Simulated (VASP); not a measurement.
ZrB2: single point with PBE+D3(BJ)

The system is ZrB2, a slab with vacuum.

```
CELL_PARAMETERS angstrom
3.17000 0.00000 0.00000
-1.58500 2.74530 0.00000
0.00000 0.00000 8.06600
ATOMIC_POSITIONS crystal
Zr 0.00000 0.00000 0.00000
Zr 0.00000 0.00000 0.43801
B 0.33333 0.66667 0.21901
B 0.66667 0.33333 0.21901
B 0.33333 0.66667 0.65702
B 0.66667 0.33333 0.65702
```

- Program: VASP 6.6.1
- Task: single point
- Functional: PBE
- Dispersion: D3(BJ)
- Potentials or basis: VASP PAW PBE potentials, release 64 (Zr_sv, B)
- Cutoff: 520 eV
- k mesh: 6 × 6 × 3
- Occupations: fermi-dirac, width 0.2 eV
- Spin: no spin polarisation
- Dipole correction: no
- Further INCAR settings: ALGO = Normal; EDIFF = 1e-06; NBANDS = 27

```json
{
  "Largest force": "1.445 eV/Å",
  "Band gap on the k mesh": "zero (band 18 reaches 9.65 eV, above the bottom of band 19 at 8.78 eV)",
  "Dispersion energy per atom": "-0.343 eV"
}
```

Forces in eV/Å, atoms in the order of the input:
```
Zr   0.000  0.000 -1.445
Zr   0.000  0.000  0.648
B    0.000  0.000 -0.332
B    0.000  0.000 -0.332
B    0.000  0.000  0.730
B    0.000  0.000  0.730
```

Levels at points of the mesh, in eV from the Fermi level:
```csv
k point,band 15,band 16,band 17,band 18,band 19,band 20,band 21,band 22
"(0.00, 0.00, 0.00)",-2.01,-0.47,-0.47,0.92,1.07,1.07,1.33,1.33
"(0.50, 0.00, 0.00)",-3.40,-2.33,-2.32,-1.49,2.03,2.46,2.56,2.80
```

It took 49 s on 1 thread of AMD EPYC 7R43 64-Core Processor (Zen 3) (shared host), peak memory 0.15 GiB.

Caveat: the k points lie up to 0.38 Å⁻¹ apart.
